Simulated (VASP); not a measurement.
Wanted: the native input for a VASP 6.6.1 run.

```
Task                   : single point
Functional             : r2SCAN
Potentials or basis    : VASP PAW PBE potentials, release 64 (Sr_sv, Cl)
Cutoff                 : 520 eV
k mesh                 : 6 × 6 × 6
Occupations            : gaussian, width 0.01 eV
Spin                   : no spin polarisation
Dipole correction      : no
Further INCAR settings : ALGO = Normal; EDIFF = 1e-07; NBANDS = 19
```

The system is SrCl2.

```
CELL_PARAMETERS angstrom
4.58222 0.00000 0.00000
-2.29111 3.96832 0.00000
0.00000 0.00000 5.33014
ATOMIC_POSITIONS crystal
Sr 0.00000 0.00000 0.00000
Cl 0.33333 0.66667 0.24258
Cl 0.66667 0.33333 0.75742
```

This cell differs from its parent crystal: epitaxial xy strain +4.0%.

The input as run:

POSCAR

```
SrCl2
1.0
    4.5822166871      0.0000000000      0.0000000000
   -2.2911083435      3.9683160567      0.0000000000
    0.0000000000      0.0000000000      5.3301401890
Sr Cl
1 2
Direct
    0.0000000000      0.0000000000      0.0000000000
    0.3333333333      0.6666666667      0.2425822649
    0.6666666667      0.3333333333      0.7574177351
```

INCAR.step1

```
  PREC = Accurate
  ENCUT = 520
  ISMEAR = 0
  SIGMA = 0.01
  LREAL = F
  LASPH = T
  NELM = 60
  NBANDS = 19
  GGA = PE
  ALGO = Normal
  EDIFF = 1E-4
  LWAVE = T
  LCHARG = F
```

INCAR.step2

```
  PREC = Accurate
  ENCUT = 520
  EDIFF = 1E-7
  ISMEAR = 0
  SIGMA = 0.01
  LREAL = F
  LASPH = T
  NELM = 60
  ALGO = Normal
  ISIF = 2
  LWAVE = F
  LCHARG = F
  METAGGA = R2SCAN
  LMIXTAU = T
  NBANDS = 19
  ISTART = 1
```

KPOINTS

```
Automatic mesh
0
Gamma
  6 6 6
```

Potentials or basis: VASP PAW PBE potentials, release 64 (Sr_sv, Cl).

The run is started by

```bash
$ cat potpaw_PBE.64/Sr_sv/POTCAR potpaw_PBE.64/Cl/POTCAR > POTCAR
$ cp INCAR.step1 INCAR
$ mpirun -np 1 vasp_std > vasp.out
$ cp INCAR.step2 INCAR
$ mpirun -np 1 vasp_std > vasp.out
```

Results of the run:

The pressure is -0.6 GPa, the largest force is 0.007 eV/Å and the band gap on the k mesh is 5.39 eV, direct.

Caveat: the cell differs from its parent crystal (epitaxial xy strain +4.0%); the PAW data sets were made with another functional, which shifts forces and pressure a little.

Run time: 9.7 min on 1 thread of AMD EPYC 7R13, with other jobs on the host, peak memory 0.23 GiB.
